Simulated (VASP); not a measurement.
# AlN (P1) in VASP: notebook

Runs on AlN. Level: PBE. Tasks: single point.

Program: VASP 6.6.1. These are calculated values, not measurements. Logs are shortened: lines on timing, memory, paths and dates and some standing lists are left out, and cuts for length are marked.

### Step 1. The cell of the first run

The typed cell holds 4 atoms: a = 3.113 Å, b = 3.113 Å, c = 5.393 Å, α = 73.22°, β = 73.22°, γ = 60.00°.

### Step 2. Single point, PBE (mode 4 frozen in at -0.154 Å and mode 10 at +0.015 Å (largest displacements))

File INCAR:

```
SYSTEM = AlN
ALGO = Normal ; EDIFF = 1E-6
ENCUT = 520 ; GGA = PE
ISIF = 2 ; ISMEAR = 0
LASPH = .TRUE. ; LCHARG = .FALSE.
LREAL = .FALSE. ; LWAVE = .FALSE.
NBANDS = 16 ; NELM = 80
PREC = Accurate ; SIGMA = 0.05
```

File KPOINTS:

```
k-points
0
G
  6 6 6
  0 0 0
```

File POSCAR:

```
AlN
1.0
    0.0000000000     -2.2015682416     -2.2015682416
   -2.2015682416      0.0000000000     -2.2015682416
    2.2015682416      2.2015682416     -4.4031364832
Al N
2 2
Direct
   -0.0113058277      0.0552360243      0.0008842550
    0.5130743377      0.4465324857      0.5008842550
    0.3623737401      0.4219985942      0.8732966687
    0.8842195974      0.8245947433      0.3732966687
```

Potentials or basis: VASP PAW PBE potentials, release 64 (Al, N).

Command:

```console
$ cat potpaw_PBE.64/Al/POTCAR potpaw_PBE.64/N/POTCAR > POTCAR
$ mpirun -np 1 vasp_std > vasp.out
```

OUTCAR:

```text
SYSTEM = AlN
   EDIFF = 1E-6
   ENCUT = 520
   GGA = PE
   ISIF = 2
   ISMEAR = 0
   LASPH = .TRUE.
   LREAL = .FALSE.
   NELM = 80
   PREC = Accurate

 ion  position               nearest neighbor table
   1  0.989  0.055  0.001-   3 1.88   3 1.92   4 1.92   3 1.93   2 2.96   2 3.00   2 3.09   2 3.17
                             2 3.26   2 3.29
   2  0.513  0.447  0.501-   4 1.90   4 1.91   3 1.91   4 1.92   1 2.96   1 3.00   1 3.09   1 3.17
                             1 3.26   1 3.29
   3  0.362  0.422  0.873-   1 1.88   2 1.91   1 1.92   1 1.93
   4  0.884  0.825  0.373-   2 1.90   2 1.91   1 1.92   2 1.92

  LATTYP: Found a trigonal (rhomboedric) cell.
 ALAT       =     5.3927188258
 COS(alpha) =     0.8333333333

  Lattice vectors:

 A1 = (   2.2015682416,   4.4031364832,  -2.2015682416)
 A2 = (   4.4031364832,   2.2015682416,  -2.2015682416)
 A3 = (   2.2015682416,   2.2015682416,  -4.4031364832)

Analysis of symmetry for initial positions (statically):
=====================================================================
 Subroutine PRICEL returns:
 Original cell was already a primitive cell.

 Routine SETGRP: Setting up the symmetry group for a
 trigonal (rhombohedral) supercell.

 Subroutine GETGRP returns: Found  1 space group operations
 (whereof  1 operations were pure point group operations)
 out of a pool of 12 trial point group operations.

The static configuration has the point symmetry C_1 .

Analysis of symmetry for dynamics (positions and initial velocities):
=====================================================================
 Subroutine PRICEL returns:
 Original cell was already a primitive cell.

 Routine SETGRP: Setting up the symmetry group for a
 trigonal (rhombohedral) supercell.

 Subroutine GETGRP returns: Found  1 space group operations
 (whereof  1 operations were pure point group operations)
 out of a pool of 12 trial point group operations.

The dynamic configuration has the point symmetry C_1 .

 Subroutine INISYM returns: Found  1 space group operations
 (whereof  1 operations are pure point group operations),
 and found     1 'primitive' translations

----------------------------------------------------------------------------------------

                                     Primitive cell

  volume of cell :      42.6831

  direct lattice vectors                    reciprocal lattice vectors
     0.000000000 -2.201568242 -2.201568242     0.113555417 -0.340666251 -0.113555417
    -2.201568242  0.000000000 -2.201568242    -0.340666251  0.113555417 -0.113555417
     2.201568242  2.201568242 -4.403136483     0.113555417  0.113555417 -0.113555417

  length of vectors
     3.113487666  3.113487666  5.392718826     0.376620712  0.376620712  0.196683752

  position of ions in fractional coordinates (direct lattice)
     0.988694172  0.055236024  0.000884255
     0.513074338  0.446532486  0.500884255
     0.362373740  0.421998594  0.873296669
     0.884219597  0.824594743  0.373296669

  ion indices of the primitive-cell ions
   primitive index   ion index
                 1           1
                 2           2
                 3           3
                 4           4

----------------------------------------------------------------------------------------

 KPOINTS: k-points

Automatic generation of k-mesh.
 Grid dimensions read from file:
 generate k-points for:    6    6    6

 Generating k-lattice:

  Cartesian coordinates                     Fractional coordinates (reciprocal lattice)
     0.018925903 -0.056777709 -0.018925903     0.166666667  0.000000000  0.000000000
    -0.056777709  0.018925903 -0.018925903     0.000000000  0.166666667  0.000000000
     0.018925903  0.018925903 -0.018925903     0.000000000  0.000000000  0.166666667

  Length of vectors
     0.062770119  0.062770119  0.032780625

  Shift w.r.t. Gamma in fractional coordinates (k-lattice)
     0.000000000  0.000000000  0.000000000

 Subroutine IBZKPT returns following result:
 ===========================================

 Found    112 irreducible k-points:

 Following reciprocal coordinates:
            Coordinates               Weight
  0.000000  0.000000  0.000000      1.000000
  0.166667  0.000000 -0.000000      2.000000
  0.000000  0.166667 -0.000000      2.000000
 -0.166667 -0.166667 -0.166667      2.000000
  0.333333  0.000000  0.000000      2.000000
  0.000000  0.333333  0.000000      2.000000
[... 16 lines left out ...]
 -0.166667  0.500000 -0.000000      2.000000
 -0.333333  0.500000  0.500000      2.000000
 [... further k-points ...]
   k-points           NKPTS =    112   k-points in BZ     NKDIM =    112   number of bands    NBANDS=     16
   number of dos      NEDOS =    301   number of ions     NIONS =      4
   total plane-waves  NPLWV =  23040
   dimension x,y,z NGX =    24 NGY =   24 NGZ =   40
   dimension x,y,z NGXF=    48 NGYF=   48 NGZF=   80
   ions per type =               2   2
   NGX,Y,Z   is equivalent  to a cutoff of  12.81, 12.81, 12.33 a.u.
   NGXF,Y,Z  is equivalent  to a cutoff of  25.63, 25.63, 24.66 a.u.
 SYSTEM =  AlN
   PREC   = accura    normal or accurate (medium, high low for compatibility)
   ISTART =      0    job   : 0-new  1-cont  2-samecut
   ICHARG =      2    charge: 1-file 2-atom 10-const
   ISPIN  =      1    spin polarized calculation?
   LNONCOLLINEAR =      F non collinear calculations
   LSORBIT =      F    spin-orbit coupling
   LASPH  =      T    aspherical Exc in radial PAW
   ENCUT  =  520.0 eV  38.22 Ry    6.18 a.u.   5.79  5.79 10.03*2*pi/ulx,y,z
   NELM   =     80;   NELMIN=  2; NELMDL= -5     # of ELM steps
   EDIFF  = 0.1E-05   stopping-criterion for ELM
   LREAL  =      F    real-space projection
   EDIFFG = 0.1E-04   stopping-criterion for IOM
   NSW    =      0    number of steps for IOM
   IBRION =     -1    ionic relax: 0-MD 1-quasi-New 2-CG
   NFREE  =      0    steps in history (QN), initial steepest desc. (CG)
   ISIF   =      2    stress and relaxation
   ISYM   =      2    0-nonsym 1-usesym 2-fastsym
   POTIM  = 0.5000    time-step for ionic-motion
   TEBEG  =    0.0;   TEEND  =   0.0 temperature during run
   PSTRESS=    0.0 pullay stress
   NELECT =      16.0000    total number of electrons
   NUPDOWN=      -1.0000    fix difference up-down
   EMIN   =  10.00;   EMAX   =-10.00  energy-range for DOS
   EFERMI =   0.00;   METHOD = LEGACY
   ISMEAR =     0;   SIGMA  =   0.05  broadening in eV -4-tet -1-fermi 0-gaus
   EFERMI_NEDOS =   21; number of points for ismear=-14 and -15
   IALGO  =     38    algorithm
   IMIX   =      4    mixing-type and parameters
     AMIX     =   0.40;   BMIX     =  1.00
     AMIX_MAG =   1.60;   BMIX_MAG =  1.00
  volume/ion in A,a.u.               =      10.67        72.01
  Fermi-wavevector in a.u.,A,eV,Ry     =   1.180400  2.230633 18.957611  1.393345
  Thomas-Fermi vector in A             =   2.316693
   LORBIT       =      0    0 simple, 1 ext, 2 COOP (PROOUT), +10 PAW based schemes
   GGA     = PE    functional components
   LHFCALC =     F    Hartree Fock is set to
   AEXX    =    0.0000 exact exchange contribution
   IVDW    =     0    specifies the selected vdW correction
   LEPSILON=     F    determine dielectric tensor
   LRPA    =     F    only Hartree local field effects (RPA)
 non-spin polarized calculation
 Gauss-broadening in eV      SIGMA  =   0.05
  energy-cutoff  :      520.00
  volume of cell :       42.68
 maximum number of plane-waves:      1168
   NGX = 11   NGY = 11   NGZ = 21

 number of electron      16.0000002 magnetization

 Free energy of the ion-electron system (eV)
  ---------------------------------------------------
  ext. energy  EPLUGINS =         0.00000000
  ---------------------------------------------------
  free energy    TOTEN  =       -29.52025170 eV

  energy without entropy =      -29.52025170  energy(sigma->0) =      -29.52025170

 E-fermi :   6.1769     XC(G=0): -10.8414

 val. band max:        5.8889129388   @ k =   0.0000   0.0000   0.0000
 cond. band min:       9.0787273717   @ k =   0.5000   0.0000   0.5000
 fundamental gap:      3.1898144329
 Fermi energy:         6.1768682621

 k-point     1 :       0.0000    0.0000    0.0000
  band No.  band energies     occupation
      1      -9.0767      2.00000
      2      -7.0808      2.00000
      3       0.0008      2.00000
      4       5.2516      2.00000
      5       5.3383      2.00000
      6       5.7282      2.00000
[... 8 lines left out ...]
     15      18.1424      0.00000
     16      18.4228      0.00000

 k-point     2 :       0.1667    0.0000   -0.0000
  band No.  band energies     occupation
      1      -8.7195      2.00000
      2      -6.9074      2.00000
      3       0.4599      2.00000
      4       4.0374      2.00000
      5       4.2736      2.00000
      6       5.0103      2.00000
[... 8 lines left out ...]
     15      18.4941      0.00000
     16      19.1038      0.00000

 k-point     3 :       0.0000    0.1667   -0.0000
  band No.  band energies     occupation
      1      -8.7199      2.00000
      2      -6.9039      2.00000
      3       0.4541      2.00000
      4       3.9467      2.00000
      5       4.3022      2.00000
      6       5.0644      2.00000
[... 8 lines left out ...]
     15      18.3548      0.00000
     16      18.6624      0.00000

 k-point     4 :      -0.1667   -0.1667   -0.1667
  band No.  band energies     occupation
      1      -8.7193      2.00000
      2      -6.9047      2.00000
      3       0.4559      2.00000
      4       3.9462      2.00000
      5       4.2494      2.00000
      6       5.0886      2.00000
[... 8 lines left out ...]
     15      18.3651      0.00000
     16      18.8806      0.00000
[... 324 lines left out ...]
 k-point    22 :      -0.1667    0.3333   -0.1667
  band No.  band energies     occupation
      1      -7.0852      2.00000
      2      -6.5557      2.00000
      3       1.0619      2.00000
      4       1.5951      2.00000
      5       2.8351      2.00000
      6       3.5158      2.00000
[... 8 lines left out ...]
     15      18.7432      0.00000
     16      19.2860      0.00000

 k-point    23 :      -0.1667    0.5000   -0.0000
  band No.  band energies     occupation
      1      -7.0793      2.00000
      2      -6.5591      2.00000
      3       1.0457      2.00000
      4       1.5670      2.00000
      5       2.8815      2.00000
      6       3.5420      2.00000
[... 8 lines left out ...]
     15      18.3201      0.00000
     16      19.4868      0.00000

 k-point    24 :      -0.3333    0.5000    0.5000
  band No.  band energies     occupation
      1      -7.0648      2.00000
      2      -6.5766      2.00000
      3       1.0726      2.00000
      4       1.5436      2.00000
      5       2.8980      2.00000
      6       3.5052      2.00000
[... 8 lines left out ...]
     15      18.3084      0.00000
     16      19.5616      0.00000

 [... further k-points ...]
[... 5 lines left out ...]
  --------------------------------------------------------------------------------------
  -------------------------------------------------------------------------------------
  Total       -0.6974683      0.2552364     -0.3290348      0.4077113     -0.0377091     -0.0435151
  in kB      -26.1805394      9.5806904    -12.3508246     15.3040686     -1.4154684     -1.6334060
  external PRESSURE =      -9.6502245 kB  Pullay stress =       0.0000000 kB

 VOLUME and BASIS-vectors are now :
 -----------------------------------------------------------------------------
  energy-cutoff  :      520.00
  volume of cell :       42.68
      direct lattice vectors                 reciprocal lattice vectors
     0.000000000 -2.201568242 -2.201568242     0.113555417 -0.340666251 -0.113555417
    -2.201568242  0.000000000 -2.201568242    -0.340666251  0.113555417 -0.113555417
     2.201568242  2.201568242 -4.403136483     0.113555417  0.113555417 -0.113555417

 POSITION                                       TOTAL-FORCE (eV/Angst)
 -----------------------------------------------------------------------------------
     -0.11966     -2.17473     -2.30218         0.673293     -0.019345      0.678775
      0.11966     -0.02684     -4.31810        -0.486409      0.223417     -0.245026
      0.99356      1.12483     -5.57209         0.196463     -0.172657     -0.008630
     -0.99356     -1.12483     -5.40575        -0.383347     -0.031414     -0.425120
 -----------------------------------------------------------------------------------
    total drift:                               -0.000048     -0.000085     -0.000201

  FREE ENERGIE OF THE ION-ELECTRON SYSTEM (eV)
  ---------------------------------------------------
  free  energy   TOTEN  =       -29.5202516979 eV

  energy  without entropy=      -29.5202516979  energy(sigma->0) =      -29.52025170
```

It took 51 s on 1 thread of AMD EPYC 7R43 (Zen 3), shared host; peak memory 0.16 GiB.

What came out:

| Quantity | Value |
| --- | --- |
| Free energy | -29.5203 eV |
| Pressure | -1.0 GPa |
| Largest force | 0.956 eV/Å |
| Band gap on the k mesh | 3.19 eV, indirect (least direct gap 3.70 eV) |

Forces in eV/Å, atoms in the order of the input:
```
Al   0.673 -0.019  0.679
Al  -0.486  0.223 -0.245
N    0.196 -0.173 -0.009
N   -0.383 -0.031 -0.425
```

Stress tensor (GPa, compression positive):
```
-2.62  1.53 -0.16
 1.53  0.96 -0.14
-0.16 -0.14 -1.24
```

Caveat: the cell differs from its parent crystal (mode 4 frozen in at -0.154 Å and mode 10 at +0.015 Å (largest displacements)).

### Step 3. Single point, PBE (mode 4 frozen in at -0.102 Å and mode 10 at -0.030 Å (largest displacements))

File INCAR:

```
SYSTEM = AlN
PREC = Accurate
ENCUT = 520
EDIFF = 1E-6
ISMEAR = 0
SIGMA = 0.05
LREAL = .FALSE.
LASPH = .TRUE.
NELM = 100
ALGO = Normal
ISIF = 2
LWAVE = .FALSE.
LCHARG = .FALSE.
GGA = PE
NBANDS = 16
```

File KPOINTS:

```
regular mesh
0
G
  6 6 6
  0 0 0
```

File POSCAR:

```
AlN
1.0
    0.0000000000     -2.2015682416     -2.2015682416
   -2.2015682416      0.0000000000     -2.2015682416
    2.2015682416      2.2015682416     -4.4031364832
Al N
2 2
Direct
   -0.0098925899      0.0344542231     -0.0017685100
    0.5063555698      0.4620087568      0.4982314900
    0.3711270774      0.4108640576      0.8784066625
    0.8856862476      0.8459492675      0.3784066625
```

Potentials or basis: VASP PAW PBE potentials, release 64 (Al, N).

Command:

```console
$ cat potpaw_PBE.64/Al/POTCAR potpaw_PBE.64/N/POTCAR > POTCAR
$ mpirun -np 1 vasp_std > vasp.out
```

OUTCAR:

```text
SYSTEM = AlN
   PREC = Accurate
   ENCUT = 520
   EDIFF = 1E-6
   ISMEAR = 0
   LREAL = .FALSE.
   LASPH = .TRUE.
   NELM = 100
   ISIF = 2
   GGA = PE

 ion  position               nearest neighbor table
   1  0.990  0.034  0.998-   3 1.88   3 1.89   3 1.93   4 1.94   2 3.01   2 3.03   2 3.09   2 3.15
                             2 3.21   2 3.23
   2  0.506  0.462  0.498-   4 1.87   4 1.88   4 1.94   3 1.95   1 3.01   1 3.03   1 3.09   1 3.15
                             1 3.21   1 3.23
   3  0.371  0.411  0.878-   1 1.88   1 1.89   1 1.93   2 1.95
   4  0.886  0.846  0.378-   2 1.87   2 1.88   1 1.94   2 1.94

  LATTYP: Found a trigonal (rhomboedric) cell.
 ALAT       =     5.3927188258
 COS(alpha) =     0.8333333333

  Lattice vectors:

 A1 = (   2.2015682416,   4.4031364832,  -2.2015682416)
 A2 = (   4.4031364832,   2.2015682416,  -2.2015682416)
 A3 = (   2.2015682416,   2.2015682416,  -4.4031364832)

Analysis of symmetry for initial positions (statically):
=====================================================================
 Subroutine PRICEL returns:
 Original cell was already a primitive cell.

 Routine SETGRP: Setting up the symmetry group for a
 trigonal (rhombohedral) supercell.

[... 167 lines left out ...]

  energy without entropy =      -29.58604596  energy(sigma->0) =      -29.58604596

 E-fermi :   6.1190     XC(G=0): -10.8340

 val. band max:        5.9170489287   @ k =   0.0000   0.0000   0.0000
 cond. band min:       9.0604727892   @ k =   0.5000   0.0000   0.5000
 fundamental gap:      3.1434238606
 Fermi energy:         6.1190162898

 k-point     1 :       0.0000    0.0000    0.0000
  band No.  band energies     occupation
      1      -9.0895      2.00000
      2      -7.1127      2.00000
      3       0.0412      2.00000
      4       5.1635      2.00000
      5       5.3077      2.00000
      6       5.6284      2.00000
[... 433 lines left out ...]
      3       1.1730      2.00000
      4       1.5261      2.00000
      5       2.8742      2.00000
      6       3.4710      2.00000
[... 8 lines left out ...]
     15      18.3905      0.00000
     16      19.3342      0.00000

 [... further k-points ...]
[... 5 lines left out ...]
  --------------------------------------------------------------------------------------
  -------------------------------------------------------------------------------------
  Total       -0.2451615      0.1847038     -0.1604661     -0.6945523     -0.0413793     -0.0448249
  in kB       -9.2025135      6.9331413     -6.0233417    -26.0710850     -1.5532366     -1.6825703
  external PRESSURE =      -2.7642380 kB  Pullay stress =       0.0000000 kB

 VOLUME and BASIS-vectors are now :
 -----------------------------------------------------------------------------
  energy-cutoff  :      520.00
  volume of cell :       42.68
      direct lattice vectors                 reciprocal lattice vectors
     0.000000000 -2.201568242 -2.201568242     0.113555417 -0.340666251 -0.113555417
    -2.201568242  0.000000000 -2.201568242    -0.340666251  0.113555417 -0.113555417
     2.201568242  2.201568242 -4.403136483     0.113555417  0.113555417 -0.113555417

 POSITION                                       TOTAL-FORCE (eV/Angst)
 -----------------------------------------------------------------------------------
      2.12182      0.01789     -6.65099         0.441349     -0.086499     -0.330571
      0.07975     -0.01789     -4.32570        -0.387726      0.147462     -0.974328
      1.02933      1.11681     -5.58935         0.159018     -0.067512      0.824384
     -1.02933     -1.11681     -5.47849        -0.212641      0.006549      0.480515
 -----------------------------------------------------------------------------------
    total drift:                                0.000029     -0.000040      0.000427

  FREE ENERGIE OF THE ION-ELECTRON SYSTEM (eV)
  ---------------------------------------------------
  free  energy   TOTEN  =       -29.5860459638 eV

  energy  without entropy=      -29.5860459638  energy(sigma->0) =      -29.58604596
```

stdout:

```text
POSCAR found type information on POSCAR AlN
 POSCAR found :  2 types and       4 ions
 scaLAPACK will be used
 LDA part: xc-table for (Slater+PW92), standard interpolation
 POSCAR, INCAR and KPOINTS ok, starting setup
 FFT: planning ... GRIDC
 FFT: planning ... GRID_SOFT
 FFT: planning ... GRID
 WAVECAR not read
 entering main loop
```

It took 70 s on 1 thread of Intel Xeon Platinum 8259CL at 2.50GHz (Skylake/Cascade Lake), shared host; peak memory 0.19 GiB.

What came out:

| Quantity | Value |
| --- | --- |
| Free energy | -29.5860 eV |
| Pressure | -0.3 GPa |
| Largest force | 1.059 eV/Å |
| Band gap on the k mesh | 3.14 eV, indirect (least direct gap 3.64 eV) |

Forces in eV/Å, atoms in the order of the input:
```
Al   0.441 -0.086 -0.331
Al  -0.388  0.147 -0.974
N    0.159 -0.068  0.824
N   -0.213  0.007  0.481
```

Stress tensor (GPa, compression positive):
```
-0.92 -2.61 -0.17
-2.61  0.69 -0.16
-0.17 -0.16 -0.60
```

Caveat: the cell differs from its parent crystal (mode 4 frozen in at -0.102 Å and mode 10 at -0.030 Å (largest displacements)); forces of over 1 eV/Å act on the atoms, so gaps and moduli don't describe the material at rest.

[end of part 1 of 2]
